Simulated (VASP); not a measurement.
# Rh (P6_3/mmc) in VASP: a series of runs

The runs below take Rh through single point, with PBEsol.

All numbers are computed with VASP 6.6.1; they aren't measurements. Logs are shortened: lines on timing, memory, paths and dates and some standing lists are left out, and cuts for length are marked.

## 1. The cell of the first run

Symmetry: P6_3/mmc, No. 194, hexagonal system. The conventional cell has a = 2.692 Å, b = 2.692 Å, c = 8.798 Å, α = 90.00°, β = 90.00°, γ = 120.00°. Rh (site symmetry -3m) has 12 Rh at 2.69 Å within 3.5 Å. Rh (site symmetry -6m2) has 12 Rh at 2.69 Å within 3.5 Å.

## 2. Single point, PBEsol

Contents of INCAR:

```
SYSTEM = Rh
PREC = Accurate
ENCUT = 520
EDIFF = 1E-7
ISMEAR = 1
SIGMA = 0.05
LREAL = .False.
LASPH = .True.
NELM = 100
ALGO = Normal
ISIF = 2
LWAVE = .False.
LCHARG = .False.
GGA = PS
NBANDS = 38
```

Contents of KPOINTS:

```
Automatic mesh
0
Gamma
  9 9 3
  0 0 0
```

Contents of POSCAR:

```
Rh
1.0
    2.6917450000      0.0000000000      0.0000000000
   -1.3458720000      2.3311190000      0.0000000000
    0.0000000000      0.0000000000      8.7980700000
Rh
4
Direct
    0.0000000000      0.0000000000      0.0000000000
    0.3333333333      0.6666666667      0.2500000000
    0.0000000000      0.0000000000      0.5000000000
    0.6666666667      0.3333333333      0.7500000000
```

Potentials or basis: VASP PAW PBE potentials, release 64 (Rh_pv).

On the command line:

```console
cat potpaw_PBE.64/Rh_pv/POTCAR > POTCAR
mpirun -np 1 vasp_std > vasp.out
```

OUTCAR:

```text
SYSTEM = Rh
   PREC = Accurate
   ENCUT = 520
   EDIFF = 1E-7
   ISMEAR = 1
   LREAL = .False.
   LASPH = .True.
   NELM = 100
   ISIF = 2
   GGA = PS

 ion  position               nearest neighbor table
   1  0.000  0.000  0.000-   2 2.69   4 2.69   4 2.69   2 2.69   4 2.69   2 2.69
   2  0.333  0.667  0.250-   1 2.69   3 2.69   1 2.69   3 2.69   1 2.69   3 2.69
   3  0.000  0.000  0.500-   2 2.69   4 2.69   4 2.69   2 2.69   4 2.69   2 2.69
   4  0.667  0.333  0.750-   1 2.69   3 2.69   1 2.69   3 2.69   1 2.69   3 2.69

  LATTYP: Found a hexagonal cell.
 ALAT       =     2.6917450000
 C/A-ratio  =     3.2685376958

  Lattice vectors:

 A1 = (   2.6917450000,   0.0000000000,   0.0000000000)
 A2 = (  -1.3458720000,   2.3311190000,   0.0000000000)
 A3 = (   0.0000000000,   0.0000000000,   8.7980700000)

Analysis of symmetry for initial positions (statically):
=====================================================================
 Subroutine PRICEL returns:
 Original cell was already a primitive cell.

 Routine SETGRP: Setting up the symmetry group for a
 hexagonal supercell.

 Subroutine GETGRP returns: Found 24 space group operations
 (whereof 12 operations were pure point group operations)
 out of a pool of 24 trial point group operations.

The static configuration has the point symmetry D_3d.
 The point group associated with its full space group is D_6h.

Analysis of symmetry for dynamics (positions and initial velocities):
=====================================================================
 Subroutine PRICEL returns:
 Original cell was already a primitive cell.

 Routine SETGRP: Setting up the symmetry group for a
 hexagonal supercell.

 Subroutine GETGRP returns: Found 24 space group operations
 (whereof 12 operations were pure point group operations)
 out of a pool of 24 trial point group operations.

The dynamic configuration has the point symmetry D_3d.
 The point group associated with its full space group is D_6h.

 Subroutine INISYM returns: Found 24 space group operations
 (whereof 12 operations are pure point group operations),
 and found     1 'primitive' translations

----------------------------------------------------------------------------------------

                                     Primitive cell

  volume of cell :      55.2059

  direct lattice vectors                    reciprocal lattice vectors
     2.691745000  0.000000000  0.000000000     0.371506216  0.214489185  0.000000000
    -1.345872000  2.331119000  0.000000000     0.000000000  0.428978529  0.000000000
     0.000000000  0.000000000  8.798070000     0.000000000  0.000000000  0.113661292

  length of vectors
     2.691745000  2.691744273  8.798070000     0.428978413  0.428978529  0.113661292

  position of ions in fractional coordinates (direct lattice)
     0.000000000  0.000000000  0.000000000
     0.333333333  0.666666667  0.250000000
     0.000000000  0.000000000  0.500000000
     0.666666667  0.333333333  0.750000000

  ion indices of the primitive-cell ions
   primitive index   ion index
                 1           1
                 2           2
                 3           3
                 4           4

----------------------------------------------------------------------------------------

 KPOINTS: Automatic mesh

Automatic generation of k-mesh.
 Grid dimensions read from file:
 generate k-points for:    9    9    3

 Generating k-lattice:

  Cartesian coordinates                     Fractional coordinates (reciprocal lattice)
     0.041278468  0.023832132  0.000000000     0.111111111 -0.000000000  0.000000000
     0.000000000  0.047664281  0.000000000     0.000000000  0.111111111  0.000000000
     0.000000000  0.000000000  0.037887097     0.000000000  0.000000000  0.333333333

  Length of vectors
     0.047664268  0.047664281  0.037887097

  Shift w.r.t. Gamma in fractional coordinates (k-lattice)
     0.000000000  0.000000000  0.000000000

 Subroutine IBZKPT returns following result:
 ===========================================

 Found     24 irreducible k-points:

 Following reciprocal coordinates:
            Coordinates               Weight
  0.000000  0.000000  0.000000      1.000000
  0.111111  0.000000  0.000000      6.000000
  0.222222  0.000000  0.000000      6.000000
  0.333333 -0.000000  0.000000      6.000000
  0.444444  0.000000  0.000000      6.000000
  0.111111  0.111111  0.000000      6.000000
[... 16 lines left out ...]
  0.333333  0.222222  0.333333     24.000000
  0.333333  0.333333  0.333333      4.000000
   k-points           NKPTS =     24   k-points in BZ     NKDIM =     24   number of bands    NBANDS=     38
   number of dos      NEDOS =    301   number of ions     NIONS =      4
   total plane-waves  NPLWV =  28000
   dimension x,y,z NGX =    20 NGY =   20 NGZ =   70
   dimension x,y,z NGXF=    40 NGYF=   40 NGZF=  140
   ions per type =               4
   NGX,Y,Z   is equivalent  to a cutoff of  12.35, 12.35, 13.23 a.u.
   NGXF,Y,Z  is equivalent  to a cutoff of  24.70, 24.70, 26.45 a.u.
 SYSTEM =  Rh
   PREC   = accura    normal or accurate (medium, high low for compatibility)
   ISTART =      0    job   : 0-new  1-cont  2-samecut
   ICHARG =      2    charge: 1-file 2-atom 10-const
   ISPIN  =      1    spin polarized calculation?
   LNONCOLLINEAR =      F non collinear calculations
   LSORBIT =      F    spin-orbit coupling
   LASPH  =      T    aspherical Exc in radial PAW
   ENCUT  =  520.0 eV  38.22 Ry    6.18 a.u.   5.00  5.00 16.36*2*pi/ulx,y,z
   NELM   =    100;   NELMIN=  2; NELMDL= -5     # of ELM steps
   EDIFF  = 0.1E-06   stopping-criterion for ELM
   LREAL  =      F    real-space projection
   EDIFFG = 0.1E-05   stopping-criterion for IOM
   NSW    =      0    number of steps for IOM
   IBRION =     -1    ionic relax: 0-MD 1-quasi-New 2-CG
   NFREE  =      0    steps in history (QN), initial steepest desc. (CG)
   ISIF   =      2    stress and relaxation
   ISYM   =      2    0-nonsym 1-usesym 2-fastsym
   POTIM  = 0.5000    time-step for ionic-motion
   TEBEG  =    0.0;   TEEND  =   0.0 temperature during run
   PSTRESS=    0.0 pullay stress
   NELECT =      60.0000    total number of electrons
   NUPDOWN=      -1.0000    fix difference up-down
   EMIN   =  10.00;   EMAX   =-10.00  energy-range for DOS
   EFERMI =   0.00;   METHOD = LEGACY
   ISMEAR =     1;   SIGMA  =   0.05  broadening in eV -4-tet -1-fermi 0-gaus
   EFERMI_NEDOS =   21; number of points for ismear=-14 and -15
   IALGO  =     38    algorithm
   IMIX   =      4    mixing-type and parameters
     AMIX     =   0.40;   BMIX     =  1.00
     AMIX_MAG =   1.60;   BMIX_MAG =  1.00
  volume/ion in A,a.u.               =      13.80        93.14
  Fermi-wavevector in a.u.,A,eV,Ry     =   1.683178  3.180745 38.546495  2.833087
  Thomas-Fermi vector in A             =   2.766425
   LORBIT       =      0    0 simple, 1 ext, 2 COOP (PROOUT), +10 PAW based schemes
   GGA     = PS    functional components
   LHFCALC =     F    Hartree Fock is set to
   AEXX    =    0.0000 exact exchange contribution
   IVDW    =     0    specifies the selected vdW correction
   LEPSILON=     F    determine dielectric tensor
   LRPA    =     F    only Hartree local field effects (RPA)
 non-spin polarized calculation
 Methfessel and Paxton  Order N= 1 SIGMA  =   0.05
  energy-cutoff  :      520.00
  volume of cell :       55.21
 maximum number of plane-waves:      1505
 NGX is ok and might be reduce to    20
   NGX =  9   NGY =  9   NGZ = 33

 number of electron      59.9999995 magnetization

 Free energy of the ion-electron system (eV)
  ---------------------------------------------------
  ext. energy  EPLUGINS =         0.00000000
  ---------------------------------------------------
  free energy    TOTEN  =       -32.47100356 eV

  energy without entropy =      -32.47102679  energy(sigma->0) =      -32.47101131

 E-fermi :  11.6947     XC(G=0): -14.1936

 val. band max:       11.6936921267   @ k =   0.2222   0.0000   0.3333
 cond. band min:      11.7230003846   @ k =   0.3333  -0.0000   0.0000
 fundamental gap:      0.0293082579
 Fermi energy:        11.6947147586

 k-point     1 :       0.0000    0.0000    0.0000
  band No.  band energies     occupation
      1     -35.3660      2.00000
      2     -35.0113      2.00000
      3     -35.0087      2.00000
      4     -34.7430      2.00000
      5     -34.7430      2.00000
      6     -34.6997      2.00000
[... 30 lines left out ...]
     37      20.1892      0.00000
     38      26.0566      0.00000

 k-point     2 :       0.1111    0.0000    0.0000
  band No.  band energies     occupation
      1     -35.3381      2.00000
      2     -35.0212      2.00000
      3     -35.0176      2.00000
      4     -34.8072      2.00000
      5     -34.7636      2.00000
      6     -34.7491      2.00000
[... 30 lines left out ...]
     37      20.1223      0.00000
     38      26.4980      0.00000

 k-point     3 :       0.2222    0.0000    0.0000
  band No.  band energies     occupation
      1     -35.2630      2.00000
      2     -35.0896      2.00000
      3     -35.0748      2.00000
      4     -34.9610      2.00000
      5     -34.8942      2.00000
      6     -34.8190      2.00000
[... 30 lines left out ...]
     37      20.0157      0.00000
     38      26.1094      0.00000

 k-point     4 :       0.3333   -0.0000    0.0000
  band No.  band energies     occupation
      1     -35.2369      2.00000
      2     -35.2328      2.00000
      3     -35.1289      2.00000
      4     -35.1269      2.00000
      5     -35.0832      2.00000
      6     -34.8693      2.00000
[... 30 lines left out ...]
     37      20.0216      0.00000
     38      22.4154      0.00000
[... 703 lines left out ...]
      4     -35.1579      2.00000
      5     -35.0249      2.00000
      6     -34.9715      2.00000
[... 30 lines left out ...]
     37      22.6764      0.00000
     38      22.8640      0.00000

 k-point    23 :       0.3333    0.2222    0.3333
  band No.  band energies     occupation
      1     -35.2592      2.00000
      2     -35.2409      2.00000
      3     -35.2017      2.00000
      4     -35.1901      2.00000
      5     -35.0350      2.00000
      6     -35.0262      2.00000
[... 30 lines left out ...]
     37      21.0387      0.00000
     38      21.2008      0.00000

 k-point    24 :       0.3333    0.3333    0.3333
  band No.  band energies     occupation
      1     -35.2024      2.00000
      2     -35.1945      2.00000
      3     -35.1945      2.00000
      4     -35.1390      2.00000
      5     -35.0992      2.00000
      6     -35.0992      2.00000
[... 30 lines left out ...]
     37      19.6206      0.00000
     38      19.6206      0.00000

------------------------ aborting loop because EDIFF is reached ----------------------------------------

  FORCE on cell =-STRESS in cart. coord.  units (eV):
  Direction    XX          YY          ZZ          XY          YZ          ZX
  --------------------------------------------------------------------------------------
  -------------------------------------------------------------------------------------
  Total       -1.9102885     -1.9102876     -2.2644347     -0.0000004      0.0000000      0.0000000
  in kB      -55.4400697    -55.4400435    -65.7180406     -0.0000119      0.0000000      0.0000000
  external PRESSURE =     -58.8660513 kB  Pullay stress =       0.0000000 kB

 VOLUME and BASIS-vectors are now :
 -----------------------------------------------------------------------------
  energy-cutoff  :      520.00
  volume of cell :       55.21
      direct lattice vectors                 reciprocal lattice vectors
     2.691745000  0.000000000  0.000000000     0.371506216  0.214489185  0.000000000
    -1.345872000  2.331119000  0.000000000     0.000000000  0.428978529  0.000000000
     0.000000000  0.000000000  8.798070000     0.000000000  0.000000000  0.113661292

 POSITION                                       TOTAL-FORCE (eV/Angst)
 -----------------------------------------------------------------------------------
      0.00000      0.00000      0.00000         0.000000      0.000000      0.000000
      0.00000      1.55408      2.19952         0.000000     -0.000000      0.000000
      0.00000      0.00000      4.39903         0.000000      0.000000      0.000000
      1.34587      0.77704      6.59855        -0.000000      0.000000     -0.000000
 -----------------------------------------------------------------------------------
    total drift:                                0.000000     -0.000000      0.000000

  FREE ENERGIE OF THE ION-ELECTRON SYSTEM (eV)
  ---------------------------------------------------
  free  energy   TOTEN  =       -32.4710035624 eV

  energy  without entropy=      -32.4710267901  energy(sigma->0) =      -32.47101131
```

It took 82 s on 1 thread of Intel Xeon 8259CL, shared host; peak memory 0.19 GiB.

Results:

| Quantity | Value |
| --- | --- |
| Free energy | -32.4710 eV |
| Pressure | -5.9 GPa |
| Band gap on the k mesh | zero (band 30 reaches 12.29 eV, above the bottom of band 31 at 10.68 eV) |

Caveat: the PAW data sets were made with another functional, which shifts forces and pressure a little.

## 3. Single point, PBEsol

Contents of INCAR:

```
  ALGO = Normal
  EDIFF = 1E-7
  ENCUT = 520
  GGA = PS
  ISIF = 2
  ISMEAR = 1
  LASPH = T
  LCHARG = F
  LREAL = F
  LWAVE = F
  NBANDS = 38
  NELM = 80
  PREC = Accurate
  SIGMA = 0.05
```

Contents of KPOINTS:

```
k-points
0
Gamma
  9 9 3
```

POSCAR is that of step 2.

Potentials or basis: VASP PAW PBE potentials, release 64 (Rh_pv).

On the command line:

```console
cat potpaw_PBE.64/Rh_pv/POTCAR > POTCAR
mpirun -np 1 vasp_std > vasp.out
```

It took 90 s on 1 thread of Intel Xeon 8259CL, shared host; peak memory 0.19 GiB.

Results (log left out):

```
Free energy            : -32.4710 eV
Pressure               : -5.9 GPa
Band gap on the k mesh : zero (band 30 reaches 12.29 eV, above the bottom of band 31 at 10.68 eV)
```

Stress tensor (GPa, compression positive):
```
-5.54  0.00  0.00
 0.00 -5.54  0.00
 0.00  0.00 -6.57
```

Levels at points of the mesh, in eV from the Fermi level:
| k point | band 28 | band 29 | band 30 | band 31 | band 32 | band 33 |
| --- | --- | --- | --- | --- | --- | --- |
| (0.00, 0.00, 0.00) | -1.43 | -1.43 | -0.83 | -0.83 | -0.34 | -0.34 |

Caveat: the PAW data sets were made with another functional, which shifts forces and pressure a little.
